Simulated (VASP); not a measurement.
Runs of VASP 6.6.1 on Se. The structure is that of space group P3_221 (No. 154), or close to it. The cells are those of the table. 

| task | cell | gap on the mesh (eV) | pressure (GPa) | largest force (eV/Å) |
| --- | --- | --- | --- | --- |
| single point | a = 4.399, b = 4.399, c = 4.949 Å, angles 90.0, 90.0, 120.0°, 3 atoms | 1.14 | 4.6 | 0.97 |
| single point | a = 4.312, b = 4.312, c = 4.949 Å, angles 90.0, 90.0, 120.0°, 3 atoms | 1.05 | 6.9 | 1.41 |
| single point | a = 4.355, b = 4.355, c = 4.850 Å, angles 90.0, 90.0, 120.0°, 3 atoms | 1.25 | 7.8 | 1.52 |
| single point | a = 4.225, b = 4.225, c = 4.949 Å, angles 90.0, 90.0, 120.0°, 3 atoms | 0.96 | 9.6 | 1.87 |
| electric field gradients | a = 4.399, b = 4.399, c = 4.949 Å, angles 90.0, 90.0, 120.0°, 3 atoms | 1.14 | 4.6 | 0.97 |
| single point | a = 4.355, b = 4.355, c = 4.999 Å, angles 90.0, 90.0, 120.0°, 3 atoms | 1.03 | 4.7 | 1.03 |
| single point | a = 4.268, b = 4.268, c = 4.949 Å, angles 90.0, 90.0, 120.0°, 3 atoms | 1.00 | (b) | (a) |
| electric field gradients | a = 4.312, b = 4.312, c = 4.949 Å, angles 90.0, 90.0, 120.0°, 3 atoms | 1.05 | 6.9 | 1.41 |

Alike in all rows: level PBE; potentials or basis VASP PAW PBE potentials, release 64 (Se); no spin polarisation; k mesh 8 × 8 × 6; cutoff (eV) 520; smearing fermi-dirac 0.03 eV.

**Question.** Estimate the missing entries.

**Answer.** (a) 1.64; (b) 8.2.

Caveats: forces of over 1 eV/Å act on the atoms, so gaps and moduli don't describe the material at rest (some runs).

A k mesh can miss the band edges, and the runs leave out spin-orbit coupling on Se.
